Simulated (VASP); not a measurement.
# Hg2Ge3 (Pm-3m) in VASP: further runs

Hg2Ge3 is run at these levels: PBE; tasks: single point, relaxation of cell and atoms.

Program: VASP 6.6.1. These are calculated values, not measurements. Logs are shortened: lines on timing, memory, paths and dates and some standing lists are left out, and cuts for length are marked.

## 1. The cell of the first run

Symmetry: Pm-3m, No. 221, cubic system. Conventional cell: a = 5.261 Å, b = 5.261 Å, c = 5.261 Å, α = 90.00°, β = 90.00°, γ = 90.00°. Ge (site symmetry 4/mmm) has 2 Hg at 2.63 Å within 3.5 Å. Within 3.5 Å of Hg (site symmetry m-3m) lie 6 Ge at 2.63 Å. Within 4.9 Å of Hg (site symmetry m-3m) lie 12 Ge at 3.72 Å and 8 Hg at 4.56 Å.

The cell was built from a structure type or drawn by symmetry, and may not be a known phase.

## 2. Single point, PBE

The input, INCAR:

```
  PREC = Accurate
  ENCUT = 520
  EDIFF = 1E-6
  ISMEAR = 0
  SIGMA = 0.1
  LREAL = False
  LASPH = True
  NELM = 80
  ALGO = Normal
  ISIF = 2
  LWAVE = False
  LCHARG = False
  GGA = PE
  NBANDS = 41
```

The input, KPOINTS:

```
Automatic mesh
0
Gamma
  8 8 8
```

The input, POSCAR:

```
Hg2Ge3
1.0
    5.2606731064      0.0000000000      0.0000000000
    0.0000000000      5.2606731064      0.0000000000
    0.0000000000      0.0000000000      5.2606731064
Ge Hg
3 2
Direct
    0.5000000000      0.0000000000      0.0000000000
    0.0000000000      0.5000000000      0.0000000000
    0.0000000000      0.0000000000      0.5000000000
    0.0000000000      0.0000000000      0.0000000000
    0.5000000000      0.5000000000      0.5000000000
```

Potentials or basis: VASP PAW PBE potentials, release 64 (Ge_d, Hg).

Launch:

```console
$ cat potpaw_PBE.64/Ge_d/POTCAR potpaw_PBE.64/Hg/POTCAR > POTCAR
$ mpirun -np 1 vasp_std > vasp.out
```

OUTCAR:

```text
PREC = Accurate
   ENCUT = 520
   EDIFF = 1E-6
   ISMEAR = 0
   LREAL = False
   LASPH = True
   NELM = 80
   ISIF = 2
   GGA = PE

 ion  position               nearest neighbor table
   1  0.500  0.000  0.000-   4 2.63   4 2.63
   2  0.000  0.500  0.000-   4 2.63   4 2.63
   3  0.000  0.000  0.500-   4 2.63   4 2.63
   4  0.000  0.000  0.000-   1 2.63   2 2.63   3 2.63   3 2.63   2 2.63   1 2.63
   5  0.500  0.500  0.500-

  LATTYP: Found a simple cubic cell.
 ALAT       =     5.2606731064

  Lattice vectors:

 A1 = (   5.2606731064,   0.0000000000,   0.0000000000)
 A2 = (   0.0000000000,   5.2606731064,   0.0000000000)
 A3 = (   0.0000000000,   0.0000000000,   5.2606731064)

Analysis of symmetry for initial positions (statically):
=====================================================================
 Subroutine PRICEL returns:
 Original cell was already a primitive cell.

 Routine SETGRP: Setting up the symmetry group for a
 simple cubic supercell.

 Subroutine GETGRP returns: Found 48 space group operations
 (whereof 48 operations were pure point group operations)
 out of a pool of 48 trial point group operations.

The static configuration has the point symmetry O_h .

Analysis of symmetry for dynamics (positions and initial velocities):
=====================================================================
 Subroutine PRICEL returns:
 Original cell was already a primitive cell.

 Routine SETGRP: Setting up the symmetry group for a
 simple cubic supercell.

 Subroutine GETGRP returns: Found 48 space group operations
 (whereof 48 operations were pure point group operations)
 out of a pool of 48 trial point group operations.

The dynamic configuration has the point symmetry O_h .

 Subroutine INISYM returns: Found 48 space group operations
 (whereof 48 operations are pure point group operations),
 and found     1 'primitive' translations

----------------------------------------------------------------------------------------

                                     Primitive cell

  volume of cell :     145.5875

  direct lattice vectors                    reciprocal lattice vectors
     5.260673106  0.000000000  0.000000000     0.190089743  0.000000000  0.000000000
     0.000000000  5.260673106  0.000000000     0.000000000  0.190089743  0.000000000
[... 84 lines left out ...]
   ICHARG =      2    charge: 1-file 2-atom 10-const
   ISPIN  =      1    spin polarized calculation?
   LNONCOLLINEAR =      F non collinear calculations
   LSORBIT =      F    spin-orbit coupling
   LASPH  =      T    aspherical Exc in radial PAW
   ENCUT  =  520.0 eV  38.22 Ry    6.18 a.u.   9.78  9.78  9.78*2*pi/ulx,y,z
   NELM   =     80;   NELMIN=  2; NELMDL= -5     # of ELM steps
   EDIFF  = 0.1E-05   stopping-criterion for ELM
   LREAL  =      F    real-space projection
   EDIFFG = 0.1E-04   stopping-criterion for IOM
   NSW    =      0    number of steps for IOM
   IBRION =     -1    ionic relax: 0-MD 1-quasi-New 2-CG
   NFREE  =      0    steps in history (QN), initial steepest desc. (CG)
   ISIF   =      2    stress and relaxation
   ISYM   =      2    0-nonsym 1-usesym 2-fastsym
   POTIM  = 0.5000    time-step for ionic-motion
   TEBEG  =    0.0;   TEEND  =   0.0 temperature during run
   PSTRESS=    0.0 pullay stress
   NELECT =      66.0000    total number of electrons
   NUPDOWN=      -1.0000    fix difference up-down
   EMIN   =  10.00;   EMAX   =-10.00  energy-range for DOS
   EFERMI =   0.00;   METHOD = LEGACY
   ISMEAR =     0;   SIGMA  =   0.10  broadening in eV -4-tet -1-fermi 0-gaus
   EFERMI_NEDOS =   21; number of points for ismear=-14 and -15
   IALGO  =     38    algorithm
   IMIX   =      4    mixing-type and parameters
     AMIX     =   0.40;   BMIX     =  1.00
     AMIX_MAG =   1.60;   BMIX_MAG =  1.00
  volume/ion in A,a.u.               =      29.12       196.49
  Fermi-wavevector in a.u.,A,eV,Ry     =   1.257616  2.376550 21.518958  1.581599
  Thomas-Fermi vector in A             =   2.391266
   LORBIT       =      0    0 simple, 1 ext, 2 COOP (PROOUT), +10 PAW based schemes
   GGA     = PE    functional components
   LHFCALC =     F    Hartree Fock is set to
   AEXX    =    0.0000 exact exchange contribution
   IVDW    =     0    specifies the selected vdW correction
   LEPSILON=     F    determine dielectric tensor
   LRPA    =     F    only Hartree local field effects (RPA)
 non-spin polarized calculation
 Gauss-broadening in eV      SIGMA  =   0.10
  energy-cutoff  :      520.00
  volume of cell :      145.59
 maximum number of plane-waves:      3952
 NGX is ok and might be reduce to    40
   NGX = 19   NGY = 19   NGZ = 19

 number of electron      66.0000065 magnetization

 Free energy of the ion-electron system (eV)
  ---------------------------------------------------
  ext. energy  EPLUGINS =         0.00000000
  ---------------------------------------------------
  free energy    TOTEN  =        -9.80879282 eV

  energy without entropy =       -9.79858998  energy(sigma->0) =       -9.80369140

 E-fermi :   2.4695     XC(G=0):  -9.3298

 val. band max:        2.4538743025   @ k =   0.5000   0.2500   0.2500
 cond. band min:       2.5029548287   @ k =   0.5000   0.1250   0.0000
 fundamental gap:      0.0490805261
 Fermi energy:         2.4694780725

 k-point     1 :       0.0000    0.0000    0.0000
  band No.  band energies     occupation
      1     -22.6667      2.00000
      2     -22.6667      2.00000
      3     -22.6642      2.00000
      4     -22.6642      2.00000
      5     -22.6642      2.00000
      6     -22.6635      2.00000
[... 1045 lines left out ...]
     40       7.2471      0.00000
     41       7.5395      0.00000

 [... further k-points ...]
[... 5 lines left out ...]
  --------------------------------------------------------------------------------------
  -------------------------------------------------------------------------------------
  Total        0.1318101      0.1318101      0.1318101     -0.0000000     -0.0000000      0.0000000
  in kB        1.4505586      1.4505586      1.4505586     -0.0000000     -0.0000000      0.0000000
  external PRESSURE =       1.4505586 kB  Pullay stress =       0.0000000 kB

 VOLUME and BASIS-vectors are now :
 -----------------------------------------------------------------------------
  energy-cutoff  :      520.00
  volume of cell :      145.59
      direct lattice vectors                 reciprocal lattice vectors
     5.260673106  0.000000000  0.000000000     0.190089743  0.000000000  0.000000000
     0.000000000  5.260673106  0.000000000     0.000000000  0.190089743  0.000000000
     0.000000000  0.000000000  5.260673106     0.000000000  0.000000000  0.190089743

 POSITION                                       TOTAL-FORCE (eV/Angst)
 -----------------------------------------------------------------------------------
      2.63034      0.00000      0.00000         0.000000      0.000000      0.000000
      0.00000      2.63034      0.00000         0.000000      0.000000      0.000000
      0.00000      0.00000      2.63034         0.000000      0.000000      0.000000
      0.00000      0.00000      0.00000         0.000000      0.000000      0.000000
      2.63034      2.63034      2.63034         0.000000      0.000000      0.000000
 -----------------------------------------------------------------------------------
    total drift:                               -0.000000      0.000000     -0.000000

  FREE ENERGIE OF THE ION-ELECTRON SYSTEM (eV)
  ---------------------------------------------------
  free  energy   TOTEN  =        -9.8087928244 eV

  energy  without entropy=       -9.7985899781  energy(sigma->0) =       -9.80369140
```

OSZICAR:

```text
N       E                     dE             d eps       ncg     rms          rms(c)
DAV:   1     0.719687178978E+03    0.71969E+03   -0.31953E+04  3612   0.352E+03
DAV:   2     0.103219211825E+03   -0.61647E+03   -0.59407E+03  2870   0.952E+02
DAV:   3    -0.356748732570E+01   -0.10679E+03   -0.10496E+03  3329   0.216E+02
DAV:   4    -0.100198638806E+02   -0.64524E+01   -0.64301E+01  3106   0.591E+01
DAV:   5    -0.101704531040E+02   -0.15059E+00   -0.15049E+00  3284   0.977E+00    0.834E+00
DAV:   6    -0.982175487485E+01    0.34870E+00   -0.11560E+00  3259   0.806E+00    0.700E+00
DAV:   7    -0.981436116252E+01    0.73937E-02   -0.17675E-01  3090   0.188E+00    0.347E+00
DAV:   8    -0.980910563585E+01    0.52555E-02   -0.20539E-02  3370   0.143E+00    0.185E-01
DAV:   9    -0.980864835411E+01    0.45728E-03   -0.62496E-03  3183   0.711E-01    0.833E-02
DAV:  10    -0.980876372775E+01   -0.11537E-03   -0.51395E-04  3288   0.177E-01    0.389E-02
DAV:  11    -0.980878665571E+01   -0.22928E-04   -0.44258E-05  3104   0.525E-02    0.139E-02
DAV:  12    -0.980879190386E+01   -0.52482E-05   -0.10994E-05  3000   0.193E-02    0.411E-03
DAV:  13    -0.980879282444E+01   -0.92057E-06   -0.14259E-06  2134   0.108E-02
   1 F= -.98087928E+01 E0= -.98036914E+01  d E =-.102028E-01
```

stdout:

```text
POSCAR found type information on POSCAR GeHg
 POSCAR found :  2 types and       5 ions
 scaLAPACK will be used
 LDA part: xc-table for (Slater+PW92), standard interpolation
 POSCAR, INCAR and KPOINTS ok, starting setup
 FFT: planning ... GRIDC
 FFT: planning ... GRID_SOFT
 FFT: planning ... GRID
 WAVECAR not read
 entering main loop
```

Run time: 78 s. Hardware: 1 thread of Intel Xeon 6975P-C (Granite Rapids), shared host; peak memory 0.34 GiB.

What came out:

* Free energy: -9.8088 eV
* Pressure: 0.1 GPa
* Band gap on the k mesh: zero (bands 33 and 34 overlap by 0.43 eV)

Levels at points of the mesh, in eV from the Fermi level:
```
           k point  band 30  band 31  band 32  band 33  band 34  band 35  band 36  band 37
(0.00, 0.00, 0.00)    -3.15    -3.15    -3.15     0.36     1.01     1.01     1.01     1.29
(0.50, 0.00, 0.00)    -2.51    -2.51    -2.27    -0.04    -0.04     0.36     1.33     1.57
(0.50, 0.50, 0.00)    -3.46    -2.06    -0.54    -0.54     0.58     0.59     0.59     2.90
(0.50, 0.50, 0.50)    -3.06    -2.03    -2.03    -2.03     2.89     2.89     2.89     3.87
```

Caveat: spin-orbit coupling is left out, which moves the levels of the heavy elements.

## 3. Relaxation of cell and atoms, PBE

This run uses another cell than the first one, of 26.69 Å³/atom.

The input, INCAR:

```
SYSTEM = Hg2Ge3
ALGO = Normal
EDIFF = 1E-6
EDIFFG = -0.04
ENCUT = 600
GGA = PE
IBRION = 2
ISIF = 3
ISMEAR = 0
LASPH = .TRUE.
LCHARG = .FALSE.
LREAL = .FALSE.
LWAVE = .FALSE.
NELM = 100
NSW = 90
PREC = Accurate
SIGMA = 0.1
```

The input, KPOINTS:

```
k-points
0
G
  4 4 4
  0 0 0
```

POSCAR, as its differences from that of step 2:

```diff
@@ -2,5 +2,5 @@
 1.0
-    5.2606731064      0.0000000000      0.0000000000
-    0.0000000000      5.2606731064      0.0000000000
-    0.0000000000      0.0000000000      5.2606731064
+    5.1100239700      0.0000000000      0.0000000000
+    0.0000000000      5.1100239700      0.0000000000
+    0.0000000000      0.0000000000      5.1100239700
 Ge Hg
```

Potentials or basis: VASP PAW PBE potentials, release 64 (Ge_d, Hg).

Launch:

```console
$ cat potpaw_PBE.64/Ge_d/POTCAR potpaw_PBE.64/Hg/POTCAR > POTCAR
$ mpirun -np 1 vasp_std > vasp.out
```

It took 72 s on 1 thread of Intel Xeon 6975P-C (Granite Rapids), shared host; peak memory 0.29 GiB.

Results (log left out):

| Item | Value |
| --- | --- |
| Free energy | -9.5503 eV |
| Relaxed volume | 29.59 Å³/atom |
| Relaxed cell | a = 5.289 Å, b = 5.289 Å, c = 5.289 Å, α = 90.00°, β = 90.00°, γ = 90.00° |
| Space group after relaxing (to 0.1 Å) | Pm-3m (No. 221) |
| Energy gained by relaxing | 34.3 meV/atom |
| Ionic steps | 2 |
| Pressure after relaxing | -0.1 GPa |
| Band gap on the k mesh | zero (bands 33 and 34 overlap by 0.27 eV) |

The path:
```
step  energy change (eV)  largest force (eV/Å)  pressure (GPa)  volume (Å³)
   1              0.0000                0.0000            4.36       133.43
   2             -0.1716                0.0000           -0.13       147.95
```

Final structure:
```
Ge Hg
1.0
     5.28897    0.00000    0.00000
     0.00000    5.28897    0.00000
     0.00000    0.00000    5.28897
Ge Hg
3 2
Direct
  0.50000 0.00000 0.00000
  0.00000 0.50000 0.00000
  0.00000 0.00000 0.50000
  0.00000 0.00000 0.00000
  0.50000 0.50000 0.50000
```

Levels at points of the mesh, in eV from the Fermi level:
| k point | band 30 | band 31 | band 32 | band 33 | band 34 | band 35 | band 36 | band 37 |
| --- | --- | --- | --- | --- | --- | --- | --- | --- |
| (0.00, 0.00, 0.00) | -3.13 | -3.13 | -3.13 | 0.21 | 0.98 | 0.98 | 0.98 | 1.24 |
| (0.50, 0.00, 0.00) | -2.52 | -2.52 | -2.35 | -0.06 | -0.06 | 0.34 | 1.26 | 1.51 |
| (0.50, 0.50, 0.00) | -3.55 | -2.07 | -0.55 | -0.55 | 0.51 | 0.55 | 0.55 | 2.82 |
| (0.50, 0.50, 0.50) | -3.07 | -2.02 | -2.02 | -2.02 | 2.81 | 2.81 | 2.81 | 3.73 |

Caveat: spin-orbit coupling is left out, which moves the levels of the heavy elements.
